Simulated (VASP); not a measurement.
A run of VASP 6.6.1:

File INCAR:

```
  PREC = Accurate
  ENCUT = 520
  EDIFF = 1E-6
  ISMEAR = 0
  SIGMA = 0.05
  LREAL = False
  LASPH = True
  NELM = 100
  ALGO = Normal
  ISIF = 2
  LWAVE = False
  LCHARG = False
  GGA = PE
  NBANDS = 26
```

File KPOINTS:

```
regular mesh
0
Gamma
  12 12 4
```

POSCAR

```
C
1.0
    2.5180642186      0.0000000000      0.0000000000
   -1.2590321093      2.1807075817      0.0000000000
    0.0000000000      0.0000000000      8.3046919353
C
8
Direct
   -0.0397043508     -0.0425549949      0.0929732494
    0.0397043508      0.0425549949      0.5929732494
    0.0397043508      0.0425549949      0.4070267506
   -0.0397043508     -0.0425549949      0.9070267506
    0.3008206393      0.6318196663      0.1555299995
    0.6991793607      0.3681803337      0.6555299995
    0.3658460273      0.7015136671      0.3444700005
    0.6341539727      0.2984863329      0.8444700005
```

Potentials or basis: VASP PAW PBE potentials, release 64 (C).

Command:

```console
$ cat potpaw_PBE.64/C/POTCAR > POTCAR
$ mpirun -np 1 vasp_std > vasp.out
```

Hardware: 1 thread of Intel Xeon 8259CL (shared host).

How long does it take, and how much memory?

Run time: 5.8 min on 1 thread of Intel Xeon 8259CL, on a shared host, peak memory 0.29 GiB. Counts: scf iterations 12, k points 222.
